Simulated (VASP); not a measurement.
# La in VASP: a series of runs

The runs below take La through single point, with PBEsol.

Everything below comes from runs of VASP 6.6.1. Logs are shortened: lines on timing, memory, paths and dates and some standing lists are left out, and cuts for length are marked.

## (1) The cell of the first run

It takes space group P6_3/mmc (No. 194, hexagonal). The conventional cell has a = 3.770 Å, b = 3.770 Å, c = 12.159 Å, α = 90.00°, β = 90.00°, γ = 120.00°. Within 4.9 Å of La (site symmetry -6m2) lie 12 La at 3.74 to 3.77 Å. La (site symmetry -3m) has 12 La at 3.74 to 3.77 Å within 4.9 Å.

## (2) Single point, PBEsol

Contents of INCAR:

```
  PREC = Accurate
  ENCUT = 520
  EDIFF = 1E-6
  ISMEAR = -1
  SIGMA = 0.05
  LREAL = False
  LASPH = True
  NELM = 60
  ALGO = Normal
  ISIF = 2
  LWAVE = False
  LCHARG = True
  GGA = PS
  LELF = True
  LVHAR = True
  NBANDS = 30
```

Contents of KPOINTS:

```
regular mesh
0
Gamma
  7 7 2
```

Contents of POSCAR:

```
La
1.0
    3.7700000000      0.0000000000      0.0000000000
   -1.8850000000      3.2649157723      0.0000000000
    0.0000000000      0.0000000000     12.1590000000
La
4
Direct
    0.6666666667      0.3333333333      0.2500000000
    0.3333333333      0.6666666667      0.7500000000
    0.0000000000      0.0000000000      0.5000000000
    0.0000000000      0.0000000000      0.0000000000
```

Potentials or basis: VASP PAW PBE potentials, release 64 (La).

Launch:

```bash
> cat potpaw_PBE.64/La/POTCAR > POTCAR
> mpirun -np 1 vasp_std > vasp.out
```

OUTCAR:

```text
PREC = Accurate
   ENCUT = 520
   EDIFF = 1E-6
   ISMEAR = -1
   LREAL = False
   LASPH = True
   NELM = 60
   ISIF = 2
   GGA = PS

 ion  position               nearest neighbor table
   1  0.667  0.333  0.250-
   2  0.333  0.667  0.750-
   3  0.000  0.000  0.500-
   4  0.000  0.000  0.000-

  LATTYP: Found a hexagonal cell.
 ALAT       =     3.7700000000
 C/A-ratio  =     3.2251989390

  Lattice vectors:

 A1 = (   3.7700000000,   0.0000000000,   0.0000000000)
 A2 = (  -1.8850000000,   3.2649157723,   0.0000000000)
 A3 = (   0.0000000000,   0.0000000000,  12.1590000000)

Analysis of symmetry for initial positions (statically):
=====================================================================
 Subroutine PRICEL returns:
 Original cell was already a primitive cell.

 Routine SETGRP: Setting up the symmetry group for a
 hexagonal supercell.

 Subroutine GETGRP returns: Found 24 space group operations
 (whereof 12 operations were pure point group operations)
 out of a pool of 24 trial point group operations.

The static configuration has the point symmetry D_3d.
 The point group associated with its full space group is D_6h.

Analysis of symmetry for dynamics (positions and initial velocities):
=====================================================================
 Subroutine PRICEL returns:
 Original cell was already a primitive cell.

 Routine SETGRP: Setting up the symmetry group for a
 hexagonal supercell.

 Subroutine GETGRP returns: Found 24 space group operations
 (whereof 12 operations were pure point group operations)
 out of a pool of 24 trial point group operations.

The dynamic configuration has the point symmetry D_3d.
 The point group associated with its full space group is D_6h.

 Subroutine INISYM returns: Found 24 space group operations
 (whereof 12 operations are pure point group operations),
 and found     1 'primitive' translations

----------------------------------------------------------------------------------------

                                     Primitive cell

  volume of cell :     149.6619

  direct lattice vectors                    reciprocal lattice vectors
     3.770000000  0.000000000  0.000000000     0.265251989  0.153143307  0.000000000
    -1.885000000  3.264915772  0.000000000     0.000000000  0.306286615  0.000000000
     0.000000000  0.000000000 12.159000000     0.000000000  0.000000000  0.082243606

  length of vectors
     3.770000000  3.770000000 12.159000000     0.306286615  0.306286615  0.082243606

  position of ions in fractional coordinates (direct lattice)
     0.666666667  0.333333333  0.250000000
     0.333333333  0.666666667  0.750000000
     0.000000000  0.000000000  0.500000000
     0.000000000  0.000000000  0.000000000

  ion indices of the primitive-cell ions
   primitive index   ion index
                 1           1
                 2           2
                 3           3
                 4           4

----------------------------------------------------------------------------------------

 KPOINTS: regular mesh

Automatic generation of k-mesh.
 Grid dimensions read from file:
 generate k-points for:    7    7    2

 Generating k-lattice:

  Cartesian coordinates                     Fractional coordinates (reciprocal lattice)
     0.037893141  0.021877615  0.000000000     0.142857143 -0.000000000  0.000000000
     0.000000000  0.043755231  0.000000000     0.000000000  0.142857143  0.000000000
     0.000000000  0.000000000  0.041121803     0.000000000  0.000000000  0.500000000

  Length of vectors
     0.043755231  0.043755231  0.041121803

  Shift w.r.t. Gamma in fractional coordinates (k-lattice)
     0.000000000  0.000000000  0.000000000

 Subroutine IBZKPT returns following result:
 ===========================================

 Found     16 irreducible k-points:

 Following reciprocal coordinates:
            Coordinates               Weight
  0.000000  0.000000  0.000000      1.000000
  0.142857  0.000000  0.000000      6.000000
  0.285714  0.000000  0.000000      6.000000
  0.428571  0.000000  0.000000      6.000000
  0.142857  0.142857  0.000000      6.000000
  0.285714  0.142857  0.000000     12.000000
[... 8 lines left out ...]
  0.428571  0.142857  0.500000      6.000000
  0.285714  0.285714  0.500000      6.000000
   k-points           NKPTS =     16   k-points in BZ     NKDIM =     16   number of bands    NBANDS=     30
   number of dos      NEDOS =    301   number of ions     NIONS =      4
   total plane-waves  NPLWV =  70560
   dimension x,y,z NGX =    28 NGY =   28 NGZ =   90
   dimension x,y,z NGXF=    56 NGYF=   56 NGZF=  180
   ions per type =               4
   NGX,Y,Z   is equivalent  to a cutoff of  12.35, 12.35, 12.31 a.u.
   NGXF,Y,Z  is equivalent  to a cutoff of  24.69, 24.69, 24.61 a.u.
 SYSTEM =  unknown system
   PREC   = accura    normal or accurate (medium, high low for compatibility)
   ISTART =      0    job   : 0-new  1-cont  2-samecut
   ICHARG =      2    charge: 1-file 2-atom 10-const
   ISPIN  =      1    spin polarized calculation?
   LNONCOLLINEAR =      F non collinear calculations
   LSORBIT =      F    spin-orbit coupling
   LASPH  =      T    aspherical Exc in radial PAW
   ENCUT  =  520.0 eV  38.22 Ry    6.18 a.u.   7.01  7.01 22.61*2*pi/ulx,y,z
   NELM   =     60;   NELMIN=  2; NELMDL= -5     # of ELM steps
   EDIFF  = 0.1E-05   stopping-criterion for ELM
   LREAL  =      F    real-space projection
   EDIFFG = 0.1E-04   stopping-criterion for IOM
   NSW    =      0    number of steps for IOM
   IBRION =     -1    ionic relax: 0-MD 1-quasi-New 2-CG
   NFREE  =      0    steps in history (QN), initial steepest desc. (CG)
   ISIF   =      2    stress and relaxation
   ISYM   =      2    0-nonsym 1-usesym 2-fastsym
   POTIM  = 0.5000    time-step for ionic-motion
   TEBEG  =    0.0;   TEEND  =   0.0 temperature during run
   PSTRESS=    0.0 pullay stress
   NELECT =      44.0000    total number of electrons
   NUPDOWN=      -1.0000    fix difference up-down
   EMIN   =  10.00;   EMAX   =-10.00  energy-range for DOS
   EFERMI =   0.00;   METHOD = LEGACY
   ISMEAR =    -1;   SIGMA  =   0.05  broadening in eV -4-tet -1-fermi 0-gaus
   EFERMI_NEDOS =   21; number of points for ismear=-14 and -15
   IALGO  =     38    algorithm
   IMIX   =      4    mixing-type and parameters
     AMIX     =   0.40;   BMIX     =  1.00
     AMIX_MAG =   1.60;   BMIX_MAG =  1.00
  volume/ion in A,a.u.               =      37.42       252.49
  Fermi-wavevector in a.u.,A,eV,Ry     =   1.088567  2.057094 16.122618  1.184979
  Thomas-Fermi vector in A             =   2.224752
   LORBIT       =      0    0 simple, 1 ext, 2 COOP (PROOUT), +10 PAW based schemes
   GGA     = PS    functional components
   LHFCALC =     F    Hartree Fock is set to
   AEXX    =    0.0000 exact exchange contribution
   IVDW    =     0    specifies the selected vdW correction
   LEPSILON=     F    determine dielectric tensor
   LRPA    =     F    only Hartree local field effects (RPA)
 non-spin polarized calculation
  energy-cutoff  :      520.00
  volume of cell :      149.66
 maximum number of plane-waves:      4044
 NGX is ok and might be reduce to    28
   NGX = 13   NGY = 13   NGZ = 45

 number of electron      44.0000000 magnetization

 Free energy of the ion-electron system (eV)
  ---------------------------------------------------
  ext. energy  EPLUGINS =         0.00000000
  ---------------------------------------------------
  free energy    TOTEN  =       -21.35186775 eV

  energy without entropy =      -21.30507265  energy(sigma->0) =      -21.32847020

 E-fermi :   7.6410     XC(G=0):  -9.6536

 val. band max:        7.5933549636   @ k =   0.2857   0.1429   0.0000
 cond. band min:       7.6644350563   @ k =   0.2857   0.2857   0.5000
 fundamental gap:      0.0710800927
 Fermi energy:         7.6410305037

 k-point     1 :       0.0000    0.0000    0.0000
  band No.  band energies     occupation
      1     -25.2012      2.00000
      2     -25.1049      2.00000
      3     -25.1003      2.00000
      4     -25.0007      2.00000
      5      -9.5348      2.00000
      6      -8.8809      2.00000
[... 22 lines left out ...]
     29       9.0670      0.00000
     30       9.1534      0.00000

 k-point     2 :       0.1429    0.0000    0.0000
  band No.  band energies     occupation
      1     -25.1704      2.00000
      2     -25.0823      2.00000
      3     -25.0776      2.00000
      4     -24.9869      2.00000
      5      -9.4520      2.00000
      6      -8.9172      2.00000
[... 22 lines left out ...]
     29       9.1515      0.00000
     30       9.3106      0.00000

 k-point     3 :       0.2857    0.0000    0.0000
  band No.  band energies     occupation
      1     -25.0961      2.00000
      2     -25.0309      2.00000
      3     -25.0260      2.00000
      4     -24.9595      2.00000
      5      -9.2606      2.00000
      6      -9.1604      2.00000
[... 22 lines left out ...]
     29       9.0485      0.00000
     30       9.2954      0.00000

 k-point     4 :       0.4286    0.0000    0.0000
  band No.  band energies     occupation
      1     -25.0257      2.00000
      2     -24.9891      2.00000
      3     -24.9840      2.00000
      4     -24.9470      2.00000
      5      -9.4488      2.00000
      6      -9.4242      2.00000
[... 22 lines left out ...]
     29       9.3885      0.00000
     30       9.4246      0.00000

 k-point     5 :       0.1429    0.1429    0.0000
  band No.  band energies     occupation
      1     -25.1177      2.00000
      2     -25.0453      2.00000
      3     -25.0405      2.00000
      4     -24.9663      2.00000
      5      -9.3023      2.00000
      6      -9.0487      2.00000
[... 22 lines left out ...]
     29       9.0756      0.00000
     30       9.1459      0.00000
[... 262 lines left out ...]
     29       9.2441      0.00000
     30       9.2451      0.00000

 k-point    14 :       0.2857    0.1429    0.5000
  band No.  band energies     occupation
      1     -25.0296      2.00000
      2     -25.0296      2.00000
      3     -24.9620      2.00000
      4     -24.9620      2.00000
      5      -9.2647      2.00000
      6      -9.2647      2.00000
[... 22 lines left out ...]
     29       9.0752      0.00000
     30       9.0754      0.00000

 k-point    15 :       0.4286    0.1429    0.5000
  band No.  band energies     occupation
      1     -24.9937      2.00000
      2     -24.9937      2.00000
      3     -24.9560      2.00000
      4     -24.9560      2.00000
      5      -9.3682      2.00000
      6      -9.3682      2.00000
[... 22 lines left out ...]
     29       9.3915      0.00000
     30       9.4094      0.00000

 k-point    16 :       0.2857    0.2857    0.5000
  band No.  band energies     occupation
      1     -24.9831      2.00000
      2     -24.9831      2.00000
      3     -24.9563      2.00000
      4     -24.9563      2.00000
      5      -9.2400      2.00000
      6      -9.2400      2.00000
[... 22 lines left out ...]
     29       9.1397      0.00000
     30       9.1403      0.00000

------------------------ aborting loop because EDIFF is reached ----------------------------------------

  FORCE on cell =-STRESS in cart. coord.  units (eV):
  Direction    XX          YY          ZZ          XY          YZ          ZX
  --------------------------------------------------------------------------------------
  -------------------------------------------------------------------------------------
  Total       -2.3169951     -2.3169951     -1.9560247     -0.0000000      0.0000000      0.0000000
  in kB      -24.8041586    -24.8041586    -20.9398579     -0.0000000      0.0000000      0.0000000
  external PRESSURE =     -23.5160584 kB  Pullay stress =       0.0000000 kB

 VOLUME and BASIS-vectors are now :
 -----------------------------------------------------------------------------
  energy-cutoff  :      520.00
  volume of cell :      149.66
      direct lattice vectors                 reciprocal lattice vectors
     3.770000000  0.000000000  0.000000000     0.265251989  0.153143307  0.000000000
    -1.885000000  3.264915772  0.000000000     0.000000000  0.306286615  0.000000000
     0.000000000  0.000000000 12.159000000     0.000000000  0.000000000  0.082243606

 POSITION                                       TOTAL-FORCE (eV/Angst)
 -----------------------------------------------------------------------------------
      1.88500      1.08831      3.03975        -0.000000      0.000000      0.000000
     -0.00000      2.17661      9.11925         0.000000      0.000000     -0.000000
      0.00000      0.00000      6.07950        -0.000000      0.000000     -0.000000
      0.00000      0.00000      0.00000        -0.000000      0.000000     -0.000000
 -----------------------------------------------------------------------------------
    total drift:                               -0.000000      0.000000      0.000000

  FREE ENERGIE OF THE ION-ELECTRON SYSTEM (eV)
  ---------------------------------------------------
  free  energy   TOTEN  =       -21.3518677505 eV

  energy  without entropy=      -21.3050726471  energy(sigma->0) =      -21.32847020
```

It took 2.1 min on 1 thread of Oxide Virtual Turin-like, shared host; peak memory 0.23 GiB.

Results:

```yaml
Free_energy: -21.3519 eV
Pressure: -2.4 GPa
Band_gap_on_the_k_mesh: zero (bands 22 and 23 overlap by 0.93 eV)
```

Levels at points of the mesh, in eV from the Fermi level:
```tsv
k point	band 19	band 20	band 21	band 22	band 23	band 24	band 25	band 26
(0.00, 0.00, 0.00)	-1.91	-1.75	0.52	0.64	1.27	1.27	1.29	1.34
(0.00, 0.00, 0.50)	-1.69	-1.69	0.82	0.82	1.25	1.25	1.33	1.33
```

Caveat: the PAW data sets were made with another functional, which shifts forces and pressure a little; spin-orbit coupling is left out, which moves the levels of the heavy elements.

## (3) Single point, PBEsol

Contents of INCAR:

```
PREC = Accurate ; ENCUT = 520
EDIFF = 1E-6 ; ISMEAR = -1
SIGMA = 0.05 ; LREAL = False
LASPH = True ; NELM = 60
ALGO = Fast ; ISIF = 2
LWAVE = False ; LCHARG = False
GGA = PS ; NBANDS = 30
```

Contents of KPOINTS:

```
Automatic mesh
0
Gamma
  7 7 2
```

POSCAR, as its differences from that of step 2:

```diff
@@ -2,4 +2,4 @@
 1.0
-    3.7700000000      0.0000000000      0.0000000000
-   -1.8850000000      3.2649157723      0.0000000000
+    3.7700000000     -0.0377000000      0.0000000000
+   -1.9176491577      3.2837657723      0.0000000000
     0.0000000000      0.0000000000     12.1590000000
```

Potentials or basis: VASP PAW PBE potentials, release 64 (La).

Launch:

```bash
> cat potpaw_PBE.64/La/POTCAR > POTCAR
> mpirun -np 1 vasp_std > vasp.out
```

Run time: 25 min. Hardware: 1 thread of Oxide Virtual Turin-like, shared host; peak memory 0.34 GiB.

It converged, with:

```
Free energy            : -21.3494 eV
Pressure               : -2.4 GPa
Largest force          : 0.019 eV/Å
Band gap on the k mesh : zero (bands 22 and 23 overlap by 0.93 eV)
```

Forces in eV/Å, atoms in the order of the input:
```
La   0.019  0.000  0.000
La  -0.019  0.000  0.000
La   0.000  0.000  0.000
La   0.000  0.000  0.000
```

Stress tensor (GPa, compression positive):
```
-2.48  0.29  0.00
 0.29 -2.50  0.00
 0.00  0.00 -2.09
```

Levels at points of the mesh, in eV from the Fermi level:
| k point | band 20 | band 21 | band 22 | band 23 | band 24 | band 25 |
| --- | --- | --- | --- | --- | --- | --- |
| (0.00, 0.00, 0.00) | -1.75 | 0.52 | 0.64 | 1.13 | 1.27 | 1.30 |
| (0.00, 0.00, 0.50) | -1.69 | 0.81 | 0.81 | 1.20 | 1.20 | 1.25 |

Caveat: the PAW data sets were made with another functional, which shifts forces and pressure a little; spin-orbit coupling is left out, which moves the levels of the heavy elements.

## (4) Single point, PBEsol

Contents of INCAR:

```
SYSTEM = La
PREC     = Accurate       ! precision mode
ENCUT    = 520            ! plane-wave cutoff, eV
EDIFF    = 1E-6           ! SCF threshold, eV
ISMEAR   = -1             ! smearing method
SIGMA    = 0.05           ! smearing width, eV
LREAL    = .False.        ! projectors in reciprocal space
LASPH    = .True.         ! aspherical terms in the spheres
NELM     = 80             ! most SCF steps
ALGO     = Fast           ! electronic algorithm
ISIF     = 2              ! what is computed and relaxed
LWAVE    = .False.        ! write WAVECAR
LCHARG   = .False.        ! write CHGCAR
GGA      = PS             ! functional
NBANDS   = 30             ! bands
```

Contents of KPOINTS:

```
regular mesh
0
Gamma
  7 7 2
  0 0 0
```

POSCAR, as its differences from that of step 3:

```diff
@@ -2,4 +2,4 @@
 1.0
-    3.7700000000     -0.0377000000      0.0000000000
-   -1.9176491577      3.2837657723      0.0000000000
+    3.7700000000      0.0188500000      0.0000000000
+   -1.8686754211      3.2554907723      0.0000000000
     0.0000000000      0.0000000000     12.1590000000
```

Launch:

```bash
> cat potpaw_PBE.64/La/POTCAR > POTCAR
> mpirun -np 1 vasp_std > vasp.out
```

It took 23 min on 1 thread of Oxide Virtual Turin-like, shared host; peak memory 0.34 GiB.

The run converged. Its results:

```yaml
Free_energy: -21.3512 eV
Pressure: -2.3 GPa
Largest_force: 0.009 eV/Å
Band_gap_on_the_k_mesh: zero (bands 22 and 23 overlap by 0.93 eV)
```

Forces in eV/Å, atoms in the order of the input:
```
La  -0.009 -0.001  0.000
La   0.009  0.001  0.000
La   0.000  0.000  0.000
La   0.000  0.000  0.000
```

Stress tensor (GPa, compression positive):
```
-2.43 -0.14  0.00
-0.14 -2.44  0.00
 0.00  0.00 -2.05
```

Levels at points of the mesh, in eV from the Fermi level:
```csv
k point,band 20,band 21,band 22,band 23,band 24,band 25
"(0.00, 0.00, 0.00)",-1.75,0.52,0.64,1.20,1.28,1.30
"(0.00, 0.00, 0.50)",-1.68,0.81,0.81,1.25,1.25,1.27
```

Caveat: the PAW data sets were made with another functional, which shifts forces and pressure a little; spin-orbit coupling is left out, which moves the levels of the heavy elements.

## (5) Summary

| cell | gap on the mesh (eV) | pressure (GPa) | largest force (eV/Å) |
| --- | --- | --- | --- |
| a = 3.770, b = 3.770, c = 12.159 Å, angles 90.0, 90.0, 120.0°, 4 atoms | none | -2.4 | - |
| a = 3.770, b = 3.803, c = 12.159 Å, angles 90.0, 90.0, 120.9°, 4 atoms | none | -2.4 | 0.02 |
| a = 3.770, b = 3.754, c = 12.159 Å, angles 90.0, 90.0, 119.6°, 4 atoms | none | -2.3 | 0.01 |

Alike in all rows: task single point; level PBEsol; potentials or basis VASP PAW PBE potentials, release 64 (La); no spin polarisation; k mesh 7 × 7 × 2; cutoff (eV) 520; smearing fermi-dirac 0.05 eV.

Caveats: the PAW data sets were made with another functional, which shifts forces and pressure a little; spin-orbit coupling is left out, which moves the levels of the heavy elements.

Absolute energies hang on the potentials; compare differences alone.
